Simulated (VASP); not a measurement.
# Ge (Fmmm) in VASP: relaxation of cell and atoms with PBE

Aim: the relaxation of cell and atoms of Ge with PBE.

Everything below comes from runs of VASP 6.6.1. Logs are shortened: lines on timing, memory, paths and dates and some standing lists are left out, and cuts for length are marked.

**1. The cell of the first run**

Symmetry: Fmmm, No. 69, orthorhombic system. The conventional cell has a = 3.628 Å, b = 4.565 Å, c = 4.940 Å, α = 90.00°, β = 90.00°, γ = 90.00°. Within 3.8 Å of Ge (site symmetry mmm) lie 14 Ge at 2.92 to 3.63 Å.

**2. Relaxation of cell and atoms, PBE**

INCAR reads:

```
SYSTEM = Ge
PREC     = Accurate       ! precision mode
ENCUT    = 600            ! plane-wave cutoff, eV
EDIFF    = 1E-7           ! SCF threshold, eV
ISMEAR   = 0              ! smearing method
SIGMA    = 0.1            ! smearing width, eV
LREAL    = .FALSE.        ! projectors in reciprocal space
LASPH    = .TRUE.         ! aspherical terms in the spheres
NELM     = 80             ! most SCF steps
ALGO     = Normal         ! electronic algorithm
ISIF     = 3              ! what is computed and relaxed
LWAVE    = .FALSE.        ! write WAVECAR
LCHARG   = .FALSE.        ! write CHGCAR
GGA      = PE             ! functional
IBRION   = 2              ! ionic algorithm
NSW      = 100            ! ionic steps
EDIFFG   = -0.01          ! ionic threshold
```

KPOINTS reads:

```
Automatic mesh
0
G
  22 22 22
  0 0 0
```

POSCAR reads:

```
Ge
1.0
    0.0000000000      2.2823871100      2.4699523400
    1.8141694800      0.0000000000      2.4699523400
    1.8141694800      2.2823871100      0.0000000000
Ge
1
Direct
    0.0000000000      0.0000000000      0.0000000000
```

Potentials or basis: VASP PAW PBE potentials, release 64 (Ge_d).

Run with:

```bash
> cat potpaw_PBE.64/Ge_d/POTCAR > POTCAR
> mpirun -np 1 vasp_std > vasp.out
```

OUTCAR:

```text
SYSTEM = Ge
   PREC = Accurate
   ENCUT = 600
   EDIFF = 1E-7
   ISMEAR = 0
   LREAL = .FALSE.
   LASPH = .TRUE.
   NELM = 80
   ISIF = 3
   GGA = PE
   IBRION = 2
   NSW = 100
   EDIFFG = -0.01

 ion  position               nearest neighbor table
   1  0.000  0.000  0.000-

  LATTYP: Found a face centered orthorhombic cell.
 ALAT       =     3.6283389600
 B/A-ratio  =     1.2580892442
 C/A-ratio  =     1.3614782782

  Lattice vectors:

 A1 = (   0.0000000000,   2.2823871100,   2.4699523400)
 A2 = (   1.8141694800,   0.0000000000,   2.4699523400)
 A3 = (   1.8141694800,   2.2823871100,   0.0000000000)

Analysis of symmetry for initial positions (statically):
=====================================================================
 Subroutine PRICEL returns:
 Original cell was already a primitive cell.

 Routine SETGRP: Setting up the symmetry group for a
 face centered orthorhombic supercell.

 Subroutine GETGRP returns: Found  8 space group operations
 (whereof  8 operations were pure point group operations)
 out of a pool of  8 trial point group operations.

The static configuration has the point symmetry D_2h.

Analysis of symmetry for dynamics (positions and initial velocities):
=====================================================================
 Subroutine PRICEL returns:
 Original cell was already a primitive cell.

 Routine SETGRP: Setting up the symmetry group for a
 face centered orthorhombic supercell.

 Subroutine GETGRP returns: Found  8 space group operations
 (whereof  8 operations were pure point group operations)
 out of a pool of  8 trial point group operations.

The dynamic configuration has the point symmetry D_2h.

 Subroutine INISYM returns: Found  8 space group operations
 (whereof  8 operations are pure point group operations),
 and found     1 'primitive' translations

----------------------------------------------------------------------------------------

                                     Primitive cell

  volume of cell :      20.4544

[... 105 lines left out ...]
     AMIX     =   0.40;   BMIX     =  1.00
     AMIX_MAG =   1.60;   BMIX_MAG =  1.00
  volume/ion in A,a.u.               =      20.45       138.03
  Fermi-wavevector in a.u.,A,eV,Ry     =   1.442743  2.726389 28.320621  2.081507
  Thomas-Fermi vector in A             =   2.561229
   LORBIT       =      0    0 simple, 1 ext, 2 COOP (PROOUT), +10 PAW based schemes
   GGA     = PE    functional components
   LHFCALC =     F    Hartree Fock is set to
   AEXX    =    0.0000 exact exchange contribution
   IVDW    =     0    specifies the selected vdW correction
   LEPSILON=     F    determine dielectric tensor
   LRPA    =     F    only Hartree local field effects (RPA)
 conjugate gradient relaxation of ions
 non-spin polarized calculation
 Gauss-broadening in eV      SIGMA  =   0.10
  energy-cutoff  :      600.00
  volume of cell :       20.45
 maximum number of plane-waves:       702
   NGX = 13   NGY = 13   NGZ = 11

--------------------------------------- Ionic step        1  -------------------------------------------

 number of electron      14.0000003 magnetization

 Free energy of the ion-electron system (eV)
  ---------------------------------------------------
  ext. energy  EPLUGINS =         0.00000000
  ---------------------------------------------------
  free energy    TOTEN  =        -4.17231501 eV

  energy without entropy =       -4.16963316  energy(sigma->0) =       -4.17097408

------------------------ aborting loop because EDIFF is reached ----------------------------------------

  FORCE on cell =-STRESS in cart. coord.  units (eV):
  Direction    XX          YY          ZZ          XY          YZ          ZX
  --------------------------------------------------------------------------------------
  -------------------------------------------------------------------------------------
  Total       -0.2870821     -0.4325819     -0.4642005      0.0000000      0.0000000      0.0000000
  in kB      -22.4869720    -33.8838824    -36.3605519      0.0000000      0.0000000      0.0000000
  external PRESSURE =     -30.9104688 kB  Pullay stress =       0.0000000 kB
[... 86 lines left out ...]
  FREE ENERGIE OF THE ION-ELECTRON SYSTEM (eV)
  ---------------------------------------------------
  free  energy   TOTEN  =        -4.1843605007 eV

  energy  without entropy=       -4.1819782138  energy(sigma->0) =       -4.18316936

[... ionic steps 4 to 15 ...]

--------------------------------------- Ionic step       16  -------------------------------------------

 number of electron      14.0000000 magnetization

------------------------ aborting loop because EDIFF is reached ----------------------------------------
[... 65 lines left out ...]
--------------------------------------- Ionic step       18  -------------------------------------------

 number of electron      14.0000000 magnetization

 Free energy of the ion-electron system (eV)
  ---------------------------------------------------
  ext. energy  EPLUGINS =         0.00000000
  ---------------------------------------------------
  free energy    TOTEN  =        -4.19140251 eV

  energy without entropy =       -4.18902900  energy(sigma->0) =       -4.19021576

 E-fermi :   6.5440     XC(G=0): -11.1685

 val. band max:        6.5431073299   @ k =   0.3636  -0.4545   0.0909
 cond. band min:       6.5450029445   @ k =   0.3636  -0.1818   0.2727
 fundamental gap:      0.0018956146
 Fermi energy:         6.5439658301

 k-point     1 :       0.0000    0.0000    0.0000
  band No.  band energies     occupation
      1     -18.2324      2.00000
      2     -18.2319      2.00000
      3     -18.2140      2.00000
      4     -18.1833      2.00000
      5     -18.1430      2.00000
      6      -6.4395      2.00000
      7      15.1214      0.00000
      8      15.4115      0.00000
      9      15.4171      0.00000
     10      20.4129      0.00000
     11      20.4201      0.00000
[... 309 lines left out ...]
 k-point    24 :      -0.4545    0.0455    0.0000
  band No.  band energies     occupation
      1     -18.2448      2.00000
      2     -18.2220      2.00000
      3     -18.1798      2.00000
      4     -18.1459      2.00000
      5     -18.1165      2.00000
      6      -1.3348      2.00000
      7       1.4291      2.00000
      8      11.3433      0.00000
      9      13.5510      0.00000
     10      17.1871      0.00000
     11      17.8865      0.00000

 [... further k-points ...]
[... 5 lines left out ...]
  --------------------------------------------------------------------------------------
  -------------------------------------------------------------------------------------
  Total        0.0051636     -0.0038720     -0.0032248      0.0000000      0.0000000      0.0000000
  in kB        0.4271626     -0.3203148     -0.2667699      0.0000000      0.0000000      0.0000000
  external PRESSURE =      -0.0533074 kB  Pullay stress =       0.0000000 kB
[... 16 lines left out ...]
  FREE ENERGIE OF THE ION-ELECTRON SYSTEM (eV)
  ---------------------------------------------------
  free  energy   TOTEN  =        -4.1914025134 eV

  energy  without entropy=       -4.1890290016  energy(sigma->0) =       -4.19021576

 reached required accuracy - stopping structural energy minimisation
```

OSZICAR:

```text
N       E                     dE             d eps       ncg     rms          rms(c)
DAV:   1     0.568734480632E+02    0.56873E+02   -0.82915E+03 34735   0.373E+03
DAV:   2     0.591661853858E+00   -0.56282E+02   -0.54571E+02 34708   0.420E+02
DAV:   3    -0.410657348957E+01   -0.46982E+01   -0.46593E+01 37928   0.746E+01
[... 145 lines left out ...]
DAV:   1    -0.419141185259E+01   -0.93272E-05   -0.12618E-04 40344   0.256E-01    0.183E-02
DAV:   2    -0.419140520527E+01    0.66473E-05   -0.82464E-06 39447   0.723E-02    0.958E-03
DAV:   3    -0.419140278750E+01    0.24178E-05   -0.33940E-06 46990   0.450E-02    0.179E-03
DAV:   4    -0.419140253198E+01    0.25551E-06   -0.28305E-07 35971   0.140E-02    0.533E-04
DAV:   5    -0.419140251344E+01    0.18546E-07   -0.61022E-09 17298   0.137E-03
  18 F= -.41914025E+01 E0= -.41902158E+01  d E =-.176758E-05
```

It took 39 min on 1 thread of Intel Xeon Platinum 8559C (Emerald Rapids), shared host; peak memory 0.59 GiB.

Results:

| Quantity | Value |
| --- | --- |
| Free energy | -4.1914 eV |
| Relaxed volume | 19.37 Å³/atom |
| Relaxed cell | a = 3.207 Å, b = 2.947 Å, c = 2.948 Å, α = 65.92°, β = 57.02°, γ = 57.06° |
| Space group after relaxing (to 0.1 Å) | I4/mmm (No. 139) |
| Energy gained by relaxing | 19.1 meV/atom |
| Ionic steps | 18 |
| Pressure after relaxing | 0.0 GPa |
| Band gap on the k mesh | zero (bands 7 and 8 overlap by 11.34 eV) |

The path:
```tsv
step	energy change (eV)	largest force (eV/Å)	pressure (GPa)	volume (Å³)
1	0.0000	0.0000	-3.09	20.45
2	-0.0121	0.0000	0.04	19.31
3	-0.0120	0.0000	0.22	19.28
4	-0.0130	0.0000	0.26	19.28
5	-0.0154	0.0000	0.41	19.26
6	-0.0180	0.0000	0.74	19.21
7	-0.0184	0.0000	-0.45	19.55
8	-0.0185	0.0000	-0.06	19.42
9	-0.0185	0.0000	-0.01	19.41
10	-0.0186	0.0000	-0.03	19.41
11	-0.0187	0.0000	-0.02	19.41
12	-0.0189	0.0000	-0.02	19.40
13	-0.0191	0.0000	0.06	19.37
14	-0.0191	0.0000	-0.04	19.38
15	-0.0191	0.0000	-0.06	19.38
16	-0.0190	0.0000	0.34	19.27
17	-0.0191	0.0000	0.05	19.36
18	-0.0191	0.0000	-0.01	19.37
```

Final structure:
```cif
data_structure
_symmetry_space_group_name_H-M 'P 1'
_symmetry_Int_Tables_number 1
_cell_length_a 3.2073
_cell_length_b 2.9469
_cell_length_c 2.9482
_cell_angle_alpha 65.922
_cell_angle_beta 57.019
_cell_angle_gamma 57.059
_cell_volume 19.37
loop_
_atom_site_label
_atom_site_type_symbol
_atom_site_fract_x
_atom_site_fract_y
_atom_site_fract_z
_atom_site_occupancy
Ge1 Ge 0.00000 0.00000 0.00000 1
```
